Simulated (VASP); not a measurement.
Here is a VASP 6.6.1 calculation.

The input INCAR:

```
SYSTEM = SiC2
PREC = Accurate
ENCUT = 520
EDIFF = 1E-7
ISMEAR = 0
SIGMA = 0.1
LREAL = .False.
LASPH = .True.
NELM = 150
ALGO = Normal
ISIF = 2
LWAVE = .False.
LCHARG = .True.
ISPIN = 2
MAGMOM = 0 0 1 1 1 1
LORBIT = 11
GGA = PE
LELF = .True.
LVHAR = .True.
NBANDS = 25
```

KPOINTS

```
Automatic mesh
0
Gamma
  6 6 2
  0 0 0
```

File POSCAR:

```
SiC2
1.0
    2.9360329653      0.0000000000      0.0000000000
   -1.4680164827      2.5426791343      0.0000000000
    0.0000000000      0.0000000000     13.4931789594
Si C
2 4
Direct
    0.6666666667      0.3333333333      0.8299276411
    0.6666666667      0.3333333333      0.1700723589
    0.3333333333      0.6666666667      0.8304185752
    0.3333333333      0.6666666667      0.1695814248
    0.3333333333      0.6666666667      0.5000000000
    0.6666666667      0.3333333333      0.5000000000
```

Potentials or basis: VASP PAW PBE potentials, release 64 (Si, C).

Launch:

```console
$ cat potpaw_PBE.64/Si/POTCAR potpaw_PBE.64/C/POTCAR > POTCAR
$ mpirun -np 1 vasp_std > vasp.out
```

Task: Predict the pressure.

Result: 0.0 GPa.

Task: Estimate the band gap on the k mesh.

Result: 0.04 eV, indirect (the least direct gap lies 0.5 meV higher).

Forces on the atoms (eV/Å):
```
Si   0.000  0.000 -0.019
Si   0.000  0.000  0.019
C    0.000  0.000  0.008
C    0.000  0.000 -0.008
C    0.000  0.000  0.000
C    0.000  0.000  0.000
```

A k mesh can miss the band edges.
